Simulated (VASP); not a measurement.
A run of VASP 6.6.1 is set up as follows.

INCAR

```
SYSTEM = AlPt
PREC     = Accurate       ! precision mode
ENCUT    = 520            ! plane-wave cutoff, eV
EDIFF    = 1E-6           ! SCF threshold, eV
ISMEAR   = -1             ! smearing method
SIGMA    = 0.1            ! smearing width, eV
LREAL    = .False.        ! projectors in reciprocal space
LASPH    = .True.         ! aspherical terms in the spheres
NELM     = 60             ! most SCF steps
ALGO     = Normal         ! electronic algorithm
ISIF     = 2              ! what is computed and relaxed
LWAVE    = .False.        ! write WAVECAR
LCHARG   = .False.        ! write CHGCAR
GGA      = CA             ! functional
NBANDS   = 14             ! bands
```

The input KPOINTS:

```
Automatic mesh
0
Gamma
  7 7 7
  0.5 0.5 0.5
```

Contents of POSCAR:

```
AlPt
1.0
    3.0915460000      0.0000000000      0.0000000000
    0.0000000000      3.0915460000      0.0000000000
    0.0000000000      0.0000000000      3.0915460000
Al Pt
1 1
Direct
    0.0000000000      0.0000000000      0.0250000000
    0.5000000000      0.5000000000      0.5000000000
```

Potentials or basis: VASP PAW LDA potentials, release 64 (Al, Pt).

The run is started by

```console
$ cat potpaw_LDA.64/Al/POTCAR potpaw_LDA.64/Pt/POTCAR > POTCAR
$ mpirun -np 1 vasp_std > vasp.out
```

(1) What does it give for the largest force?

(2) What does it give for the pressure?

## Answers

(1) 0.249 eV/Å.

(2) -8.7 GPa.
